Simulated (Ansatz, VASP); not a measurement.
**One calculation of Pd, two programs**

INCAR

```
  PREC = Accurate
  ENCUT = 520
  EDIFF = 1E-6
  ISMEAR = 0
  SIGMA = 0.15
  LREAL = False
  LASPH = True
  NELM = 100
  ALGO = Normal
  ISIF = 2
  LWAVE = False
  LCHARG = True
  GGA = PE
  LELF = True
  LVHAR = True
  NBANDS = 11
```

The input KPOINTS:

```
Automatic mesh
0
Gamma
  20 20 20
```

POSCAR

```
Pd
1.0
    0.0000000000      1.9935225000      1.8476550000
    1.9935225000      0.0000000000      1.8476550000
    1.9935225000      1.9935225000      0.0000000000
Pd
1
Direct
    0.0000000000      0.0000000000      0.0000000000
```

Input for Ansatz:

```yaml
crystal:
  lattice:
    - [0.0, 1.9935225, 1.847655]
    - [1.9935225, 0.0, 1.847655]
    - [1.9935225, 1.9935225, 0.0]
  atoms:
    - { symbol: Pd, position: [0.0, 0.0, 0.0] }
basis:
  ecutwfc: 420
kpoints:
  mp_grid: { grid: [20, 20, 20] }
hamiltonian:
  xc: pbe
scf:
  occupations: { method: gaussian, width: 0.15 }
output:
  forces: true
  stress: true
  eigenvalues: true
  write_density: true
  write_potential: true
  elf: true
  volumetric_format: npy
```

Change from the starting cell: strain +0.025 along x and y, -0.050 along z, atoms carried along.

Alike in both runs: task single point; functional PBE; k mesh 20 × 20 × 20; occupations gaussian, width 0.15 eV; no spin polarisation.

|  | VASP | Ansatz |
| --- | --- | --- |
| version | VASP 6.6.1 | Ansatz 0.2.0 |
| potentials or method | VASP PAW PBE potentials, release 64 (Pd), cutoff 520 eV | scalar-relativistic, plane waves, PAW |
| valence electrons in the cell | 10 | 18 |

```tsv
	VASP	Ansatz	Ansatz less VASP
gap on the k mesh at the Fermi level (eV)	none	none	-
pressure (GPa)	8.0	8.4	+0.35
traceless stress, the component that is largest in VASP (GPa)	1.87	1.89	+0.020
```

A gap of «none» marks a metal or a gap that the smearing closes. VASP's potentials hold 10 valence electrons a cell and Ansatz's 18, so a difference there can come from the potentials and not from the codes.
